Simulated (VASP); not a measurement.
A run of VASP 6.6.1 is set up as follows.

INCAR

```
  PREC = Accurate
  ENCUT = 520
  EDIFF = 1E-7
  ISMEAR = 0
  SIGMA = 0.1
  LREAL = False
  LASPH = True
  NELM = 100
  ALGO = Fast
  ISIF = 2
  LWAVE = False
  LCHARG = False
  GGA = PE
  NBANDS = 28
```

Contents of KPOINTS:

```
regular mesh
0
Gamma
  6 6 6
```

File POSCAR:

```
SnIr3
1.0
    2.5341328430      1.4630822816      4.6592268879
   -2.5341328430      1.4630822816      4.6592268879
    0.0000000000     -2.9261645556      4.6592268903
Sn Ir
1 3
Direct
    0.0000000000      0.0000000000      0.0000000000
    0.0000000000      0.0000000000      0.5000000000
    0.5000000000      0.0000000000      0.0000000000
    0.0000000000      0.5000000000      0.0000000000
```

Potentials or basis: VASP PAW PBE potentials, release 64 (Sn_d, Ir).

Run with:

```bash
$ cat potpaw_PBE.64/Sn_d/POTCAR potpaw_PBE.64/Ir/POTCAR > POTCAR
$ mpirun -np 1 vasp_std > vasp.out
```

(1) Estimate the pressure.

Answers

(1) 0.1 GPa.
